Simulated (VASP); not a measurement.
# SnO: single point with PBEsol

Crystal: SnO.

```
CELL_PARAMETERS angstrom
3.21850 -0.03231 0.10409
-0.05559 5.92470 0.11722
0.12225 0.08001 3.77896
ATOMIC_POSITIONS crystal
Sn 0.00186 0.23410 0.52146
Sn 0.50437 0.76790 0.02138
O 0.00661 0.88158 0.72687
O 0.48716 0.11642 0.23030
```

This cell differs from its parent crystal: atoms moved at random and the cell strained at random.

```
Program                : VASP 6.6.1
Task                   : single point
Functional             : PBEsol
Potentials or basis    : VASP PAW PBE potentials, release 64 (Sn_d, O)
Cutoff                 : 520 eV
k mesh                 : 8 × 6 × 8
Occupations            : gaussian, width 0.05 eV
Spin                   : no spin polarisation
Dipole correction      : no
Further INCAR settings : ALGO = Normal; EDIFF = 1e-07; NBANDS = 28
```

The pressure is 4.9 GPa, the largest force is 1.652 eV/Å and the band gap on the k mesh is 1.47 eV (least direct gap 1.96 eV).

Forces on the atoms (eV/Å):
```
Sn  -0.819  0.362  0.570
Sn  -0.906 -0.460  1.229
O    0.580  0.800 -0.837
O    1.145 -0.702 -0.962
```

Stress tensor (GPa, compression positive):
```
10.43  0.95 -5.54
 0.95 -0.84 -2.40
-5.54 -2.40  4.96
```

Levels at points of the mesh, in eV from the valence-band top:
| k point | band 17 | band 18 | band 19 | band 20 | band 21 | band 22 | band 23 | band 24 |
| --- | --- | --- | --- | --- | --- | --- | --- | --- |
| (0.00, 0.00, 0.00) | -3.79 | -2.89 | -2.38 | 0.00 | 2.95 | 3.57 | 6.19 | 6.49 |
| (0.50, 0.00, 0.00) | -2.98 | -2.69 | -1.17 | -0.96 | 2.48 | 2.74 | 5.53 | 5.67 |
| (0.00, 0.50, 0.00) | -3.98 | -2.92 | -2.08 | -1.53 | 2.86 | 4.94 | 5.35 | 5.66 |
| (0.50, 0.50, 0.00) | -2.96 | -2.64 | -1.05 | -0.97 | 1.99 | 2.23 | 6.32 | 6.40 |
| (0.00, 0.00, 0.50) | -3.54 | -3.19 | -1.46 | -1.16 | 2.47 | 2.50 | 5.20 | 5.42 |
| (0.50, 0.00, 0.50) | -3.81 | -3.44 | -1.27 | -0.78 | 2.06 | 2.58 | 4.42 | 5.14 |
| (0.00, 0.50, 0.50) | -3.28 | -3.06 | -1.54 | -1.36 | 1.87 | 2.10 | 5.62 | 5.83 |
| (0.50, 0.50, 0.50) | -4.02 | -3.62 | -0.54 | -0.34 | 2.40 | 3.02 | 3.76 | 4.24 |

It took 6.9 min on 1 thread of Oxide Virtual Turin-like Processor, with other jobs on the host, peak memory 0.37 GiB.

Caveat: the cell differs from its parent crystal (atoms moved at random and the cell strained at random); the stress differs along the axes, from -1 to 10 GPa; the PAW data sets were made with another functional, which shifts forces and pressure a little; spin-orbit coupling is left out, which moves the levels of the heavy elements. A k mesh can miss the band edges.
